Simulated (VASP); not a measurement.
# K2S (Fm-3m) in VASP: notebook, part 2 of 2

VASP 6.6.1.

**3. Vibrations by perturbation theory, PBEsol**

This run uses another cell than the first one, of 32.90 Å³/atom.

INCAR

```
PREC     = Accurate       # precision mode
ENCUT    = 500            # plane-wave cutoff, eV
EDIFF    = 1E-8           # SCF threshold, eV
ISMEAR   = 0              # smearing method
SIGMA    = 0.01           # smearing width, eV
LREAL    = False          # projectors in reciprocal space
LASPH    = True           # aspherical terms in the spheres
NELM     = 120            # most SCF steps
ALGO     = Normal         # electronic algorithm
ISIF     = 2              # what is computed and relaxed
LWAVE    = False          # write WAVECAR
LCHARG   = True           # write CHGCAR
GGA      = PS             # functional
NBANDS   = 19             # bands
IBRION   = 8              # ionic algorithm
NSW      = 1              # ionic steps
GGA_COMPAT= False
```

KPOINTS

```
Automatic mesh
0
Gamma
  6 6 6
```

POSCAR

```
K2S
1.0
    3.6679106412      3.6679106412      0.0000000000
   -3.6679106412      3.6679106412      0.0000000000
    0.0000000000      3.6679106412      3.6679106412
K S
2 1
Direct
    0.2500000000      0.7500000000      0.5000000000
    0.7500000000      0.2500000000      0.5000000000
    0.0000000000      0.0000000000      0.0000000000
```

Potentials or basis: VASP PAW PBE potentials, release 64 (K_sv, S).

The run is started by

```bash
$ cat potpaw_PBE.64/K_sv/POTCAR potpaw_PBE.64/S/POTCAR > POTCAR
$ mpirun -np 1 vasp_std > vasp.out
```

OUTCAR:

```text
PREC = Accurate
   ENCUT = 500
   EDIFF = 1E-8
   ISMEAR = 0
   LREAL = False
   LASPH = True
   NELM = 120
   ISIF = 2
   GGA = PS
   IBRION = 8
   NSW = 1

 ion  position               nearest neighbor table
   1  0.250  0.750  0.500-   3 3.18   3 3.18   3 3.18   3 3.18   2 3.67   2 3.67   2 3.67   2 3.67
                             2 3.67   2 3.67
   2  0.750  0.250  0.500-   3 3.18   3 3.18   3 3.18   3 3.18   1 3.67   1 3.67   1 3.67   1 3.67
                             1 3.67   1 3.67
   3  0.000  0.000  0.000-   2 3.18   1 3.18   1 3.18   2 3.18   1 3.18   2 3.18   2 3.18   1 3.18

  LATTYP: Found a face centered cubic cell.
 ALAT       =     7.3358212824

  Lattice vectors:

 A1 = (   0.0000000000,   3.6679106412,   3.6679106412)
 A2 = (   3.6679106412,   0.0000000000,   3.6679106412)
 A3 = (   3.6679106412,   3.6679106412,   0.0000000000)

Analysis of symmetry for initial positions (statically):
=====================================================================
 Subroutine PRICEL returns:
 Original cell was already a primitive cell.

 Routine SETGRP: Setting up the symmetry group for a
 face centered cubic supercell.

 Subroutine GETGRP returns: Found 48 space group operations
 (whereof 48 operations were pure point group operations)
 out of a pool of 48 trial point group operations.

The static configuration has the point symmetry O_h .

Analysis of symmetry for dynamics (positions and initial velocities):
=====================================================================
 Subroutine PRICEL returns:
 Original cell was already a primitive cell.

 Routine SETGRP: Setting up the symmetry group for a
[... 539 lines left out ...]

  energy  without entropy=       -9.8635593051  energy(sigma->0) =       -9.86355931

[... ionic steps 2 to 9 ...]

--------------------------------------- Ionic step       10  -------------------------------------------

 Free energy of the ion-electron system (eV)
  ---------------------------------------------------
  ---------------------------------------------------
  free energy    TOTEN  =        -0.11324721 eV

  energy without entropy =       -0.11324721

------------------------ aborting loop because EDIFF is reached ----------------------------------------

 INTERNAL STRAIN TENSOR  FOR ION    3  DIRECTION 1   (eV/Angst):
 -----------------------------------------------------------------------------
     0.00755 -0.00000  0.00000
     0.00000 -0.00027  0.00000
     0.00000  0.00000 -0.00027

 INTERNAL STRAIN TENSOR FOR ION    3 for displacements in x,y,z  (eV/Angst):
          X           Y           Z          XY          YZ          ZX
  --------------------------------------------------------------------------------
  x     0.00000     0.00000     0.00000     0.00000     0.00000     0.00000
  y     0.00000     0.00000     0.00000     0.00000     0.00000     0.00000
  z     0.00000     0.00000     0.00000     0.00000     0.00000     0.00000

 SECOND DERIVATIVES (NOT SYMMETRIZED)
 ------------------------------------
               1X          1Y          1Z          2X          2Y          2Z          3X          3Y          3Z
  1X    -1.752265    0.000000    0.000000    0.589924    0.000000    0.000000    1.162340    0.000000    0.000000
  1Y     0.000000   -1.752265    0.000000    0.000000    0.589924    0.000000    0.000000    1.162340    0.000000
  1Z     0.000000    0.000000   -1.752265    0.000000    0.000000    0.589924    0.000000    0.000000    1.162340
  2X     0.589924    0.000000    0.000000   -1.752265    0.000000    0.000000    1.162340    0.000000    0.000000
  2Y     0.000000    0.589924    0.000000    0.000000   -1.752265    0.000000    0.000000    1.162340    0.000000
  2Z     0.000000    0.000000    0.589924    0.000000    0.000000   -1.752265    0.000000    0.000000    1.162340
  3X     1.160494    0.000000    0.000000    1.160494    0.000000    0.000000   -2.320989    0.000000    0.000000
  3Y     0.000000    1.160494    0.000000    0.000000    1.160494    0.000000    0.000000   -2.320989    0.000000
  3Z     0.000000    0.000000    1.160494    0.000000    0.000000    1.160494    0.000000    0.000000   -2.320989

 Eigenvectors and eigenvalues of the dynamical matrix
 ----------------------------------------------------

   1 f  =    4.995581 THz    31.388158 2PiTHz  166.634629 cm-1    20.660052 meV
             X         Y         Z           dx          dy          dz
     -1.833955  5.501866  1.833955     0.029303   -0.354939    0.136866
      1.833955  5.501866  1.833955     0.029303   -0.354939    0.136866
      0.000000  0.000000  0.000000    -0.064662    0.783236   -0.302019
[... 43 lines left out ...]
   9 f/i=    0.001803 THz     0.011331 2PiTHz    0.060156 cm-1     0.007458 meV
             X         Y         Z           dx          dy          dz
     -1.833955  5.501866  1.833955     0.012950   -0.147085    0.576737
      1.833955  5.501866  1.833955     0.012950   -0.147085    0.576737
      0.000000  0.000000  0.000000     0.011737   -0.133309    0.522719

--------------------------------------------------------------------------------------------------------

 ELASTIC MODULI CONTR FROM IONIC RELAXATION (kBar)
 Direction    XX          YY          ZZ          XY          YZ          ZX
 --------------------------------------------------------------------------------
 XX          -0.0000     -0.0000     -0.0000      0.0000      0.0000      0.0000
 YY          -0.0000     -0.0000     -0.0000      0.0000      0.0000     -0.0000
 ZZ          -0.0000     -0.0000     -0.0000      0.0000      0.0000      0.0000
 XY           0.0000      0.0000      0.0000    -29.7674     -0.0000      0.0000
 YZ           0.0000      0.0000      0.0000     -0.0000    -29.7674     -0.0000
 ZX           0.0000     -0.0000      0.0000      0.0000     -0.0000    -29.7674
 --------------------------------------------------------------------------------
```

OSZICAR:

```text
N       E                     dE             d eps       ncg     rms          rms(c)
DAV:   1     0.147205817886E+03    0.14721E+03   -0.10569E+04   608   0.105E+03
DAV:   2     0.319454723360E+00   -0.14689E+03   -0.14191E+03   677   0.298E+02
[... 56 lines left out ...]
RMM:  15    -0.113247212971E+00    0.38813E-10   -0.23793E-07  2587   0.538E-05    0.368E-06
RMM:  16    -0.113247215169E+00   -0.21976E-08   -0.26968E-07  2373   0.521E-05    0.745E-07
RMM:  17    -0.113247215550E+00   -0.38116E-09   -0.29159E-07  2130   0.515E-05    0.338E-07
RMM:  18    -0.113247214890E+00    0.65996E-09   -0.31264E-07  1812   0.512E-05    0.112E-07
RMM:  19    -0.113247214722E+00    0.16741E-09   -0.32153E-07  1673   0.510E-05    0.143E-07
RMM:  20    -0.113247214925E+00   -0.20234E-09   -0.32050E-07  1634   0.510E-05    0.805E-08
 Linear response finished
```

stdout:

```text
POSCAR found type information on POSCAR K S
 POSCAR found :  2 types and       3 ions
 scaLAPACK will be used
 -----------------------------------------------------------------------------
|                                                                             |
|                                                                             |
|     You enforced a specific xc type in the INCAR file but a different       |
|     I HOPE YOU KNOW WHAT YOU ARE DOING!                                     |
|                                                                             |
 -----------------------------------------------------------------------------

 LDA part: xc-table for (Slater+PW92), standard interpolation
 POSCAR, INCAR and KPOINTS ok, starting setup
 FFT: planning ... GRIDC
 FFT: planning ... GRID_SOFT
 FFT: planning ... GRID
 WAVECAR not read
 entering main loop
 Linear response reoptimize wavefunctions to high precision
 Linear response DOF=           2
 Linear response progress:
 first order change of Fermi-energy   0.68906E+00
 force on displaced ion       1 direction 1 :  -1.752   0.000   0.000
 Linear response progress:
 first order change of Fermi-energy   0.35989E-04
 force on displaced ion       3 direction 1 :  -2.321   0.000   0.000
 Linear response finished
```

It took 2.6 min on 1 thread of Intel Xeon 6975P-C (Granite Rapids), shared host; peak memory 0.4 GiB.

Results:

- Highest phonon frequency at Γ, LO-TO splitting left out: 167 cm⁻¹

Phonon frequencies in cm⁻¹ (negative: imaginary):
```tsv
q point	frequencies
(0.000, 0.000, 0.000)	0 0 0 128 128 128 167 167 167
```

Caveat: the PAW data sets were made with another functional, which shifts forces and pressure a little.
